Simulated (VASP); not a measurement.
# TiTe2 (Cm) in VASP: notebook

TiTe2 is run at these levels: PBE; tasks: single point.

Program: VASP 6.6.1. These are calculated values, not measurements. Logs are shortened: lines on timing, memory, paths and dates and some standing lists are left out, and cuts for length are marked.

**1. The cell of the first run**

It takes space group Cm (No. 8, monoclinic). Conventional cell: a = 6.542 Å, b = 3.777 Å, c = 6.498 Å, α = 90.00°, β = 90.00°, γ = 90.00°. Ti (site symmetry m) has 6 Te at 2.67 to 2.87 Å within 3.5 Å. Te (site symmetry m) has 3 Ti at 2.78 to 2.87 Å and 9 Te at 3.78 Å within 3.8 Å. Within 3.5 Å of Te (site symmetry m) lie 3 Ti at 2.67 to 2.76 Å.

**2. Single point, PBE**

File INCAR:

```
SYSTEM = TiTe2
PREC = Accurate ; ENCUT = 520
EDIFF = 1E-7 ; ISMEAR = 0
SIGMA = 0.15 ; LREAL = .FALSE.
LASPH = .TRUE. ; NELM = 100
ALGO = Normal ; ISIF = 2
LWAVE = .FALSE. ; LCHARG = .FALSE.
GGA = PE ; NBANDS = 19
```

File KPOINTS:

```
Automatic mesh
0
G
  12 12 8
  0 0 0
```

File POSCAR:

```
TiTe2
1.0
    3.7770008876      0.0000000000      0.0000000000
   -1.8885004438      3.2709787188      0.0000000000
    0.0000000000      0.0000000000      6.4980000000
Ti Te
1 2
Direct
    0.0120348731      0.0240697461     -0.0094882939
    0.6666666667      0.3333333333      0.2628000000
    0.3333333333      0.6666666667      0.7372000000
```

Potentials or basis: VASP PAW PBE potentials, release 64 (Ti_sv, Te).

On the command line:

```
$ cat potpaw_PBE.64/Ti_sv/POTCAR potpaw_PBE.64/Te/POTCAR > POTCAR
$ mpirun -np 1 vasp_std > vasp.out
```

OUTCAR:

```text
SYSTEM = TiTe2
   PREC = Accurate
   ENCUT = 520
   EDIFF = 1E-7
   ISMEAR = 0
   LREAL = .FALSE.
   LASPH = .TRUE.
   NELM = 100
   ISIF = 2
   GGA = PE

 ion  position               nearest neighbor table
   1  0.012  0.024  0.991-   3 2.67   3 2.76   3 2.76   2 2.78   2 2.78   2 2.87
   2  0.667  0.333  0.263-   1 2.78   1 2.78   1 2.87
   3  0.333  0.667  0.737-   1 2.67   1 2.76   1 2.76

  LATTYP: Found a hexagonal cell.
 ALAT       =     3.7770008876
 C/A-ratio  =     1.7204126219

  Lattice vectors:

 A1 = (   3.7770008876,   0.0000000000,   0.0000000000)
 A2 = (  -1.8885004438,   3.2709787188,   0.0000000000)
 A3 = (   0.0000000000,   0.0000000000,   6.4980000000)

Analysis of symmetry for initial positions (statically):
=====================================================================
 Subroutine PRICEL returns:
 Original cell was already a primitive cell.

 Routine SETGRP: Setting up the symmetry group for a
 hexagonal supercell.

 Subroutine GETGRP returns: Found  2 space group operations
 (whereof  2 operations were pure point group operations)
 out of a pool of 24 trial point group operations.

The static configuration has the point symmetry C_1h.

Analysis of symmetry for dynamics (positions and initial velocities):
=====================================================================
 Subroutine PRICEL returns:
 Original cell was already a primitive cell.

 Routine SETGRP: Setting up the symmetry group for a
 hexagonal supercell.

 Subroutine GETGRP returns: Found  2 space group operations
 (whereof  2 operations were pure point group operations)
 out of a pool of 24 trial point group operations.

The dynamic configuration has the point symmetry C_1h.

 Subroutine INISYM returns: Found  2 space group operations
 (whereof  2 operations are pure point group operations),
 and found     1 'primitive' translations

----------------------------------------------------------------------------------------

                                     Primitive cell

  volume of cell :      80.2795

  direct lattice vectors                    reciprocal lattice vectors
     3.777000888  0.000000000  0.000000000     0.264760330  0.152859448  0.000000000
    -1.888500444  3.270978719  0.000000000     0.000000000  0.305718895  0.000000000
     0.000000000  0.000000000  6.498000000     0.000000000  0.000000000  0.153893506

  length of vectors
     3.777000888  3.777000888  6.498000000     0.305718895  0.305718895  0.153893506

  position of ions in fractional coordinates (direct lattice)
     0.012034873  0.024069746  0.990511706
     0.666666667  0.333333333  0.262800000
     0.333333333  0.666666667  0.737200000

  ion indices of the primitive-cell ions
   primitive index   ion index
                 1           1
                 2           2
                 3           3

----------------------------------------------------------------------------------------

 KPOINTS: Automatic mesh

Automatic generation of k-mesh.
 Grid dimensions read from file:
 generate k-points for:   12   12    8

 Generating k-lattice:

  Cartesian coordinates                     Fractional coordinates (reciprocal lattice)
     0.022063361  0.012738287  0.000000000     0.083333333  0.000000000  0.000000000
     0.000000000  0.025476575  0.000000000     0.000000000  0.083333333  0.000000000
     0.000000000  0.000000000  0.019236688     0.000000000  0.000000000  0.125000000

  Length of vectors
     0.025476575  0.025476575  0.019236688

  Shift w.r.t. Gamma in fractional coordinates (k-lattice)
     0.000000000  0.000000000  0.000000000

 Subroutine IBZKPT returns following result:
 ===========================================

 Found    320 irreducible k-points:

 Following reciprocal coordinates:
            Coordinates               Weight
  0.000000  0.000000  0.000000      1.000000
  0.083333 -0.000000  0.000000      4.000000
  0.000000  0.083333  0.000000      2.000000
  0.166667  0.000000  0.000000      4.000000
  0.000000  0.166667  0.000000      2.000000
  0.250000  0.000000  0.000000      4.000000
[... 16 lines left out ...]
 -0.083333  0.416667  0.000000      4.000000
 -0.416667  0.333333  0.000000      4.000000
 [... further k-points ...]
   k-points           NKPTS =    320   k-points in BZ     NKDIM =    320   number of bands    NBANDS=     19
   number of dos      NEDOS =    301   number of ions     NIONS =      3
   total plane-waves  NPLWV =  37632
   dimension x,y,z NGX =    28 NGY =   28 NGZ =   48
   dimension x,y,z NGXF=    56 NGYF=   56 NGZF=   96
   ions per type =               1   2
   NGX,Y,Z   is equivalent  to a cutoff of  12.32, 12.32, 12.28 a.u.
   NGXF,Y,Z  is equivalent  to a cutoff of  24.65, 24.65, 24.56 a.u.
 SYSTEM =  TiTe2
   PREC   = accura    normal or accurate (medium, high low for compatibility)
   ISTART =      0    job   : 0-new  1-cont  2-samecut
   ICHARG =      2    charge: 1-file 2-atom 10-const
   ISPIN  =      1    spin polarized calculation?
   LNONCOLLINEAR =      F non collinear calculations
   LSORBIT =      F    spin-orbit coupling
   LASPH  =      T    aspherical Exc in radial PAW
   ENCUT  =  520.0 eV  38.22 Ry    6.18 a.u.   7.02  7.02 12.08*2*pi/ulx,y,z
   NELM   =    100;   NELMIN=  2; NELMDL= -5     # of ELM steps
   EDIFF  = 0.1E-06   stopping-criterion for ELM
   LREAL  =      F    real-space projection
   EDIFFG = 0.1E-05   stopping-criterion for IOM
   NSW    =      0    number of steps for IOM
   IBRION =     -1    ionic relax: 0-MD 1-quasi-New 2-CG
   NFREE  =      0    steps in history (QN), initial steepest desc. (CG)
   ISIF   =      2    stress and relaxation
   ISYM   =      2    0-nonsym 1-usesym 2-fastsym
   POTIM  = 0.5000    time-step for ionic-motion
   TEBEG  =    0.0;   TEEND  =   0.0 temperature during run
   PSTRESS=    0.0 pullay stress
   NELECT =      24.0000    total number of electrons
   NUPDOWN=      -1.0000    fix difference up-down
   EMIN   =  10.00;   EMAX   =-10.00  energy-range for DOS
   EFERMI =   0.00;   METHOD = LEGACY
   ISMEAR =     0;   SIGMA  =   0.15  broadening in eV -4-tet -1-fermi 0-gaus
   EFERMI_NEDOS =   21; number of points for ismear=-14 and -15
   IALGO  =     38    algorithm
   IMIX   =      4    mixing-type and parameters
     AMIX     =   0.40;   BMIX     =  1.00
     AMIX_MAG =   1.60;   BMIX_MAG =  1.00
  volume/ion in A,a.u.               =      26.76       180.58
  Fermi-wavevector in a.u.,A,eV,Ry     =   1.094655  2.068597 16.303433  1.198269
  Thomas-Fermi vector in A             =   2.230963
   LORBIT       =      0    0 simple, 1 ext, 2 COOP (PROOUT), +10 PAW based schemes
   GGA     = PE    functional components
   LHFCALC =     F    Hartree Fock is set to
   AEXX    =    0.0000 exact exchange contribution
   IVDW    =     0    specifies the selected vdW correction
   LEPSILON=     F    determine dielectric tensor
   LRPA    =     F    only Hartree local field effects (RPA)
 non-spin polarized calculation
 Gauss-broadening in eV      SIGMA  =   0.15
  energy-cutoff  :      520.00
  volume of cell :       80.28
 maximum number of plane-waves:      2181
   NGX = 13   NGY = 13   NGZ = 25

 number of electron      24.0000005 magnetization

 Free energy of the ion-electron system (eV)
  ---------------------------------------------------
  ext. energy  EPLUGINS =         0.00000000
  ---------------------------------------------------
  free energy    TOTEN  =       -16.17788997 eV

  energy without entropy =      -16.16328893  energy(sigma->0) =      -16.17058945

 E-fermi :   6.8527     XC(G=0):  -9.8588

 val. band max:        6.8510246693   @ k =   0.4167   0.0000   0.1250
 cond. band min:       6.8620690832   @ k =   0.0000   0.3333   0.5000
 fundamental gap:      0.0110444139
 Fermi energy:         6.8526556799

 k-point     1 :       0.0000    0.0000    0.0000
  band No.  band energies     occupation
      1     -50.6525      2.00000
      2     -26.9141      2.00000
      3     -26.9134      2.00000
      4     -26.8679      2.00000
      5      -5.5872      2.00000
      6      -4.0790      2.00000
[... 11 lines left out ...]
     18      11.9500      0.00000
     19      12.7449      0.00000

 k-point     2 :       0.0833   -0.0000    0.0000
  band No.  band energies     occupation
      1     -50.6523      2.00000
      2     -26.9165      2.00000
      3     -26.9145      2.00000
      4     -26.8672      2.00000
      5      -5.5105      2.00000
      6      -4.0391      2.00000
[... 11 lines left out ...]
     18      12.4961      0.00000
     19      13.1485      0.00000

 k-point     3 :       0.0000    0.0833    0.0000
  band No.  band energies     occupation
      1     -50.6523      2.00000
      2     -26.9170      2.00000
      3     -26.9140      2.00000
      4     -26.8672      2.00000
      5      -5.5105      2.00000
      6      -4.0392      2.00000
[... 11 lines left out ...]
     18      12.4861      0.00000
     19      13.1476      0.00000

 k-point     4 :       0.1667    0.0000    0.0000
  band No.  band energies     occupation
      1     -50.6518      2.00000
      2     -26.9241      2.00000
      3     -26.9164      2.00000
      4     -26.8655      2.00000
      5      -5.2868      2.00000
      6      -3.9277      2.00000
[... 11 lines left out ...]
     18      12.9255      0.00000
     19      13.7355      0.00000

 k-point     5 :       0.0000    0.1667    0.0000
  band No.  band energies     occupation
      1     -50.6518      2.00000
      2     -26.9247      2.00000
      3     -26.9158      2.00000
      4     -26.8654      2.00000
      5      -5.2867      2.00000
      6      -3.9280      2.00000
[... 11 lines left out ...]
     18      12.9074      0.00000
     19      13.7257      0.00000
[... 334 lines left out ...]
      2     -26.9400      2.00000
      3     -26.9214      2.00000
      4     -26.8615      2.00000
      5      -4.6840      2.00000
      6      -3.6730      2.00000
[... 11 lines left out ...]
     18      12.6730      0.00000
     19      13.2196      0.00000

 k-point    22 :       0.3333    0.0833    0.0000
  band No.  band energies     occupation
      1     -50.6499      2.00000
      2     -26.9490      2.00000
      3     -26.9237      2.00000
      4     -26.8594      2.00000
      5      -4.2544      2.00000
      6      -3.5614      2.00000
[... 11 lines left out ...]
     18      12.3735      0.00000
     19      12.8682      0.00000

 k-point    23 :      -0.0833    0.4167    0.0000
  band No.  band energies     occupation
      1     -50.6499      2.00000
      2     -26.9496      2.00000
      3     -26.9232      2.00000
      4     -26.8593      2.00000
      5      -4.2548      2.00000
      6      -3.5621      2.00000
[... 11 lines left out ...]
     18      12.4163      0.00000
     19      12.8679      0.00000

 k-point    24 :      -0.4167    0.3333    0.0000
  band No.  band energies     occupation
      1     -50.6499      2.00000
      2     -26.9487      2.00000
      3     -26.9238      2.00000
      4     -26.8594      2.00000
      5      -4.2545      2.00000
      6      -3.5610      2.00000
[... 11 lines left out ...]
     18      12.3893      0.00000
     19      12.8599      0.00000

 [... further k-points ...]
[... 5 lines left out ...]
  --------------------------------------------------------------------------------------
  -------------------------------------------------------------------------------------
  Total        0.3077800      0.5228980      0.8991533      0.0000000     -0.2010106      0.0000000
  in kB        6.1425189     10.4357352     17.9448498      0.0000000     -4.0116685      0.0000000
  external PRESSURE =      11.5077013 kB  Pullay stress =       0.0000000 kB

 VOLUME and BASIS-vectors are now :
 -----------------------------------------------------------------------------
  energy-cutoff  :      520.00
  volume of cell :       80.28
      direct lattice vectors                 reciprocal lattice vectors
     3.777000888  0.000000000  0.000000000     0.264760330  0.152859448  0.000000000
    -1.888500444  3.270978719  0.000000000     0.000000000  0.305718895  0.000000000
     0.000000000  0.000000000  6.498000000     0.000000000  0.000000000  0.153893506

 POSITION                                       TOTAL-FORCE (eV/Angst)
 -----------------------------------------------------------------------------------
      0.00000      0.07873      6.43635         0.000000     -0.349686      0.660076
      1.88850      1.09033      1.70767         0.000000      0.109360     -0.257083
     -0.00000      2.18065      4.79033         0.000000      0.240327     -0.402993
 -----------------------------------------------------------------------------------
    total drift:                               -0.000000      0.000079     -0.000082

  FREE ENERGIE OF THE ION-ELECTRON SYSTEM (eV)
  ---------------------------------------------------
  free  energy   TOTEN  =       -16.1778899662 eV

  energy  without entropy=      -16.1632889326  energy(sigma->0) =      -16.17058945
```

Run time: 10 min. Hardware: 1 thread of Intel Xeon 8259CL, shared host; peak memory 0.56 GiB.

Results:

```
Free energy            : -16.1779 eV
Pressure               : 1.2 GPa
Largest force          : 0.747 eV/Å
Band gap on the k mesh : zero (bands 12 and 13 overlap by 0.63 eV)
```

Forces in eV/Å, atoms in the order of the input:
```
Ti   0.000 -0.350  0.660
Te   0.000  0.109 -0.257
Te   0.000  0.240 -0.403
```

Caveat: the cell differs from its parent crystal (all Ti atoms moved -0.100 Å, as atom 1 towards its neighbour atom 2 (Te) at 2.770 Å); spin-orbit coupling is left out, which moves the levels of the heavy elements; this functional lacks dispersion, which binds the layers, so the pressure and a relaxed spacing across them are unreliable.

**3. Single point, PBE**

File INCAR:

```
SYSTEM = TiTe2
PREC = Accurate
ENCUT = 520
EDIFF = 1E-6
ISMEAR = 0
SIGMA = 0.15
LREAL = .FALSE.
LASPH = .TRUE.
NELM = 100
ALGO = Normal
ISIF = 2
LWAVE = .FALSE.
LCHARG = .FALSE.
GGA = PE
NBANDS = 19
```

KPOINTS is that of step 2.

Changes to POSCAR since step 2:

```diff
@@ -8,3 +8,3 @@
 Direct
-    0.0120348731      0.0240697461     -0.0094882939
+   -0.0090261548     -0.0180523096      0.0071162204
     0.6666666667      0.3333333333      0.2628000000
```

Potentials or basis: VASP PAW PBE potentials, release 64 (Ti_sv, Te).

On the command line:

```
$ cat potpaw_PBE.64/Ti_sv/POTCAR potpaw_PBE.64/Te/POTCAR > POTCAR
$ mpirun -np 1 vasp_std > vasp.out
```

It took 9.2 min on 1 thread of Intel Xeon 8259CL, shared host; peak memory 0.56 GiB.

It converged, with:

```
Free energy            : -16.1927 eV
Pressure               : 1.0 GPa
Largest force          : 0.553 eV/Å
Band gap on the k mesh : zero (bands 12 and 13 overlap by 0.64 eV)
```

Forces on the atoms (eV/Å):
```
Ti   0.000  0.255 -0.491
Te   0.000 -0.164  0.303
Te   0.000 -0.091  0.187
```

Stress tensor (GPa, compression positive):
```
 0.60  0.00  0.00
 0.00  0.84 -0.22
 0.00 -0.22  1.69
```

Levels at points of the mesh, in eV from the Fermi level:
```csv
k point,band 8,band 9,band 10,band 11,band 12,band 13,band 14,band 15,band 16,band 17
"(0.00, 0.00, 0.00)",-1.72,-1.71,0.25,0.34,0.35,0.61,1.08,1.10,3.03,3.03
"(0.50, 0.00, 0.00)",-3.71,-2.75,-2.42,-1.80,-1.15,0.02,1.12,1.45,2.38,3.30
"(0.00, 0.50, 0.00)",-3.71,-2.74,-2.42,-1.78,-1.16,0.00,1.11,1.45,2.36,3.31
"(0.00, 0.00, 0.50)",-2.67,-1.64,-1.64,0.30,0.32,0.76,0.79,1.03,3.45,3.46
"(0.50, 0.00, 0.50)",-4.56,-2.43,-2.06,-1.02,-0.67,-0.22,1.11,1.43,2.57,3.45
"(0.00, 0.50, 0.50)",-4.56,-2.43,-2.05,-1.00,-0.64,-0.29,1.11,1.42,2.58,3.40
```

Caveat: the cell differs from its parent crystal (all Ti atoms moved +0.075 Å, as atom 1 towards its neighbour atom 2 (Te) at 2.770 Å); spin-orbit coupling is left out, which moves the levels of the heavy elements; this functional lacks dispersion, which binds the layers, so the pressure and a relaxed spacing across them are unreliable.

[end of part 1 of 2]
